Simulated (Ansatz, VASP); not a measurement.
La3Si2F in VASP and in Ansatz

```
CELL_PARAMETERS angstrom
5.99736 0.00000 0.00000
0.00000 5.99736 0.00000
0.00000 0.00000 4.84949
ATOMIC_POSITIONS crystal
La 0.00000 0.50000 0.50000
La 0.50000 0.00000 0.50000
La 0.50000 0.50000 0.50000
Si 0.00000 0.00000 0.24668
Si 0.00000 0.00000 0.75332
F 0.50000 0.50000 0.00000
```

Alike in both runs: functional PBE; k mesh 4 × 4 × 4; occupations gaussian, width 0.1 eV; no spin polarisation.

Ansatz relaxed the structure, and its values are those at the end. VASP's run is a single point on that final structure, the one shown.

|  | VASP | Ansatz |
| --- | --- | --- |
| version | VASP 6.6.1 | Ansatz 0.2.0 |
| potentials or method | VASP PAW PBE potentials, release 64 (La, Si, F), cutoff 520 eV | scalar-relativistic, plane waves, PAW |
| valence electrons in the cell | 48 | 48 |

Ansatz gave:

```
gap on the k mesh at the Fermi level (eV) : none
pressure (GPa)                            : 0.1
rms of the force components (eV/Å)        : 0.012
```

**Question.** Which values does VASP return?

**Answer.** gap on the k mesh at the Fermi level (eV): none; pressure (GPa): 0.0; rms of the force components (eV/Å): 0.011.

A gap of «none» marks a metal or a gap that the smearing closes. The functional is the same, so the differences come from potentials, cutoffs and numerics.

Spin-orbit coupling is off throughout.
